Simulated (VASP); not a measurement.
A run of VASP 6.6.1 is set up as follows.

File INCAR:

```
SYSTEM = AlCo
PREC = Accurate ; ENCUT = 600
EDIFF = 1E-7 ; ISMEAR = 0
SIGMA = 0.1 ; LREAL = .FALSE.
LASPH = .TRUE. ; NELM = 100
ALGO = Normal ; ISIF = 3
LWAVE = .FALSE. ; LCHARG = .FALSE.
GGA = PS ; IBRION = 2
NSW = 80 ; EDIFFG = -0.01
```

The input KPOINTS:

```
Automatic mesh
0
G
  14 14 14
  0 0 0
```

POSCAR

```
AlCo
1.0
    2.8232060527      0.0000000000      0.0000000000
    0.0000000000      2.8232060527      0.0000000000
    0.0000000000      0.0000000000      2.8232060527
Al Co
1 1
Direct
    0.5000000000      0.5000000000      0.5000000000
    0.0000000000      0.0000000000      0.0000000000
```

Potentials or basis: VASP PAW PBE potentials, release 64 (Al, Co).

Run with:

```sh
$ cat potpaw_PBE.64/Al/POTCAR potpaw_PBE.64/Co/POTCAR > POTCAR
$ mpirun -np 1 vasp_std > vasp.out
```

Task: Estimate the band gap on the k mesh.

Result: Zero (band 6 reaches 13.20 eV, above the bottom of band 7 at 10.57 eV).

Final structure:
```xyz
2
Lattice="2.8232 0.0000 0.0000 0.0000 2.8232 0.0000 0.0000 0.0000 2.8232" Properties=species:S:1:pos:R:3 pbc="T T T"
Al    1.4116    1.4116    1.4116
Co    0.0000    0.0000    0.0000
```

Caveat: the relaxation stopped at its first step, so nothing moved. Spin polarisation is off, so any magnetic state and its effect on volume and gap are missing.
